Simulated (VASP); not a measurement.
Set up this calculation in VASP 6.6.1, as the native input.

```
Task                               : single point
Functional                         : r2SCAN0
Potentials or basis                : VASP PAW PBE potentials, release 64 (Zn)
Cutoff                             : 520 eV
k mesh                             : 7 × 7 × 7
Occupations                        : fermi-dirac, width 0.05 eV
Spin                               : no spin polarisation
Dipole correction                  : no
Grid for exact exchange (PRECFOCK) : Normal
Further INCAR settings             : ALGO = Normal; EDIFF = 1e-06; NBANDS = 12
```

Crystal: Zn.

```xyz
1
Lattice="-1.5690 1.5690 1.5690 1.5690 -1.5690 1.5690 1.5690 1.5690 -1.5690" Properties=species:S:1:pos:R:3 pbc="T T T"
Zn    0.0000    0.0000    0.0000
```

These files were run (other wordings do the same):

POSCAR

```
Zn
1.0
   -1.5690370000      1.5690370000      1.5690370000
    1.5690370000     -1.5690370000      1.5690370000
    1.5690370000      1.5690370000     -1.5690370000
Zn
1
Direct
    0.0000000000      0.0000000000      0.0000000000
```

INCAR.step1

```
SYSTEM = Zn
ALGO = Normal ; EDIFF = 1E-5
ENCUT = 520 ; GGA = PE
ISIF = 2 ; ISMEAR = -1
LASPH = .True. ; LCHARG = .False.
LREAL = .False. ; LWAVE = .True.
NBANDS = 12 ; NELM = 100
PREC = Accurate ; SIGMA = 0.05
```

INCAR.step2

```
SYSTEM = Zn
AEXX = 0.25 ; ALGO = Normal
EDIFF = 1E-6 ; ENCUT = 520
ISIF = 2 ; ISMEAR = -1
ISTART = 1 ; LASPH = .True.
LCHARG = .False. ; LHFCALC = .True.
LMIXTAU = .True. ; LREAL = .False.
LWAVE = .False. ; METAGGA = R2SCAN
NBANDS = 12 ; NELM = 100
PREC = Accurate ; PRECFOCK = Normal
SIGMA = 0.05
```

KPOINTS

```
k-points
0
Gamma
  7 7 7
  0 0 0
```

Potentials or basis: VASP PAW PBE potentials, release 64 (Zn).

The run is started by

```console
$ cat potpaw_PBE.64/Zn/POTCAR > POTCAR
$ cp INCAR.step1 INCAR
$ mpirun -np 1 vasp_std > vasp.out
$ cp INCAR.step2 INCAR
$ mpirun -np 1 vasp_std > vasp.out
```

It gave:

```
Pressure               : -4.2 GPa
Band gap on the k mesh : zero (band 6 reaches 5.86 eV, above the bottom of band 7 at 2.14 eV)
```

Caveat: the k points lie up to 0.40 Å⁻¹ apart; the PAW data sets were made with another functional, which shifts forces and pressure a little.

Wall time 20 min on 1 thread of AMD EPYC 7R43 64-Core Processor (Zen 3) (shared host), peak memory 0.1 GiB.
